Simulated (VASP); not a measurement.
Input of a VASP 6.6.1 run:

INCAR

```
PREC = Accurate ; ENCUT = 520
EDIFF = 1E-6 ; ISMEAR = 0
SIGMA = 0.15 ; LREAL = F
LASPH = T ; NELM = 80
ALGO = Normal ; ISIF = 2
LWAVE = F ; LCHARG = T
GGA = PE ; LELF = T
LVHAR = T ; NBANDS = 18
```

The input KPOINTS:

```
Automatic mesh
0
Gamma
  18 18 18
```

File POSCAR:

```
Si2W
1.0
   -1.7382048341      1.7382048341      3.5301201976
    1.7382048341     -1.7382048341      3.5301201976
    1.7382048341      1.7382048341     -3.5301201976
Si W
2 1
Direct
    0.3345726944      0.3345726944      0.0000000000
    0.6654273056      0.6654273056      0.0000000000
    0.0000000000      0.0000000000      0.0000000000
```

Potentials or basis: VASP PAW PBE potentials, release 64 (Si, W_sv).

Launch:

```sh
$ cat potpaw_PBE.64/Si/POTCAR potpaw_PBE.64/W_sv/POTCAR > POTCAR
$ mpirun -np 1 vasp_std > vasp.out
```

Task: Estimate the largest force.

Result: 0.556 eV/Å.

Task: Estimate the band gap on the k mesh.

Result: Zero (band 11 reaches 11.28 eV, above the bottom of band 12 at 10.84 eV).

Task: Estimate the pressure.

Result: 4.4 GPa.

Stress tensor (GPa, compression positive):
```
-22.42   0.00   0.00
  0.00 -22.42   0.00
  0.00   0.00  58.02
```

Caveat: spin-orbit coupling is left out, which moves the levels of the heavy elements.
